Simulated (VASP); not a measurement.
Write the native input for VASP 6.6.1 that does the following.

```yaml
Task: single point
Functional: LDA
Potentials_or_basis: VASP PAW LDA potentials, release 64 (Ca_sv)
Cutoff: 520 eV
k_mesh: 12 × 12 × 6
Occupations: fermi-dirac, width 0.05 eV
Spin: no spin polarisation
Dipole_correction: no
Further_INCAR_settings: ALGO = Normal; EDIFF = 1e-06; NBANDS = 17
```

The structure of Ca lies in POSCAR:

```
Ca
1.0
    2.9236044784      0.0000000000      0.0000000000
   -1.4618022392      2.5319157489      0.0000000000
    0.0000000000      0.0000000000      4.4449765278
Ca
2
Direct
    0.3333333333      0.6666666667      0.2500000000
    0.6666666667      0.3333333333      0.7500000000
```

This isn't the form of Ca at room conditions, which is fcc.

The input as run:

INCAR

```
SYSTEM = Ca
  PREC = Accurate
  ENCUT = 520
  EDIFF = 1E-6
  ISMEAR = -1
  SIGMA = 0.05
  LREAL = .False.
  LASPH = .True.
  NELM = 100
  ALGO = Normal
  ISIF = 2
  LWAVE = .False.
  LCHARG = .False.
  GGA = CA
  NBANDS = 17
```

KPOINTS

```
regular mesh
0
Gamma
  12 12 6
  0 0 0
```

Potentials or basis: VASP PAW LDA potentials, release 64 (Ca_sv).

The run is started by

```sh
$ cat potpaw_LDA.64/Ca_sv/POTCAR > POTCAR
$ mpirun -np 1 vasp_std > vasp.out
```

It gave:

| Quantity | Value |
| --- | --- |
| Pressure | 47.3 GPa |
| Band gap on the k mesh | zero (bands 10 and 11 overlap by 1.14 eV) |

Caveat: the cell stands under pressure.

Run time: 25 s on 1 thread of Intel(R) Xeon(R) Platinum 8259CL CPU @ 2.50GHz (Skylake/Cascade Lake) (shared host), peak memory 0.16 GiB.
